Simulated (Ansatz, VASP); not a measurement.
Hf2Pd2Se2Br2O3: VASP beside Ansatz

Contents of POSCAR:

```
Hf2Pd2Se2Br2O3
1.0
    5.7589900000      0.0000000000      0.0000000000
   -2.8794900000      4.9874300000      0.0000000000
    0.0000000000      0.0000000000      8.5254700000
Hf Pd Se Br O
2 2 2 2 3
Direct
    0.3333300000      0.6666700000      0.5420100000
    0.6666700000      0.3333300000      0.5420100000
    0.3333300000      0.6666700000      0.1288000000
    0.6666700000      0.3333300000      0.1288000000
    0.3333300000      0.6666700000      0.8557200000
    0.6666700000      0.3333300000      0.8557200000
    0.0000000000      0.0000000000      0.1389500000
    0.0000000000      0.0000000000      0.6538400000
    0.5000000000      0.0000000000      0.4296300000
    0.0000000000      0.5000000000      0.4296300000
    0.5000000000      0.5000000000      0.4296300000
```

INCAR.step1

```
  PREC = Accurate
  ENCUT = 520
  EDIFF = 1E-5
  ISMEAR = -1
  SIGMA = 0.05
  LREAL = False
  LASPH = True
  NELM = 60
  ALGO = Normal
  ISIF = 2
  LWAVE = True
  NBANDS = 53
  GGA = PE
  LUSENCCL = False
```

File INCAR.step2:

```
  PREC = Accurate
  ENCUT = 520
  EDIFF = 1E-6
  ISMEAR = -1
  SIGMA = 0.05
  LREAL = False
  LASPH = True
  NELM = 60
  ALGO = Normal
  ISIF = 2
  LWAVE = False
  LCHARG = True
  GGA = PE
  LHFCALC = True
  AEXX = 0.25
  HFSCREEN = 0.3
  PRECFOCK = Fast
  LELF = True
  LVHAR = True
  NBANDS = 53
  ISTART = 1
  LUSENCCL = False
```

KPOINTS

```
regular mesh
0
Gamma
  3 3 2
```

input.yaml

```yaml
crystal:
  lattice:
    - [5.75899, 0.0, 0.0]
    - [-2.87949, 4.98743, 0.0]
    - [0.0, 0.0, 8.52547]
  atoms:
    - { symbol: Hf, position: [0.33333, 0.66667, 0.54201] }
    - { symbol: Hf, position: [0.66667, 0.33333, 0.54201] }
    - { symbol: Pd, position: [0.33333, 0.66667, 0.1288] }
    - { symbol: Pd, position: [0.66667, 0.33333, 0.1288] }
    - { symbol: Se, position: [0.33333, 0.66667, 0.85572] }
    - { symbol: Se, position: [0.66667, 0.33333, 0.85572] }
    - { symbol: Br, position: [0.0, 0.0, 0.13895] }
    - { symbol: Br, position: [0.0, 0.0, 0.65384] }
    - { symbol: O, position: [0.5, 0.0, 0.42963] }
    - { symbol: O, position: [0.0, 0.5, 0.42963] }
    - { symbol: O, position: [0.5, 0.5, 0.42963] }
hamiltonian:
  xc: { exchange: pbe, correlation: pbe, exx: { coeff: 0.25, omega: 0.3 } }
  pseudopotentials: { kind: paw }
kpoints:
  mp_grid: { grid: [3, 3, 2] }
scf:
  occupations: { method: fermi_dirac, width: 0.05 }
output:
  forces: true
  stress: true
  eigenvalues: true
```

Alike in both runs: task single point; functional PBE-based screened hybrid; k mesh 3 × 3 × 2; occupations fermi-dirac, width 0.05 eV; no spin polarisation.

|  | VASP | Ansatz |
| --- | --- | --- |
| version | VASP 6.6.1 | Ansatz 0.2.0 |
| potentials or method | VASP PAW PBE potentials, release 64 (Hf_pv, Pd, Se, Br, O) | Ansatz PAW |
| plane-wave cutoff (eV) | 520 | 420 |
| valence electrons in the cell | 84 | 152 |

```tsv
	VASP	Ansatz	Ansatz less VASP
gap on the k mesh at the Fermi level (eV)	none	none	-
pressure (GPa)	-2.7	-1.9	+0.78
traceless stress, the component that is largest in VASP (GPa)	-0.70	-0.68	+0.020
rms of the force components (eV/Å)	0.313	0.233	-0.0801
```

VASP's potentials were made for PBE, not for PBE-based screened hybrid. Atom by atom the forces differ by 0.094 eV/Å (rms over components). A gap of «none» marks a metal or a gap that the smearing closes. With one functional, cell and mesh, what is left measures potentials, basis and numerics. VASP's potentials hold 84 valence electrons a cell and Ansatz's 152, so a difference there can come from the potentials and not from the codes.

The k mesh is coarse, so the values compare programs but aren't converged. Neither program's run includes spin-orbit coupling.
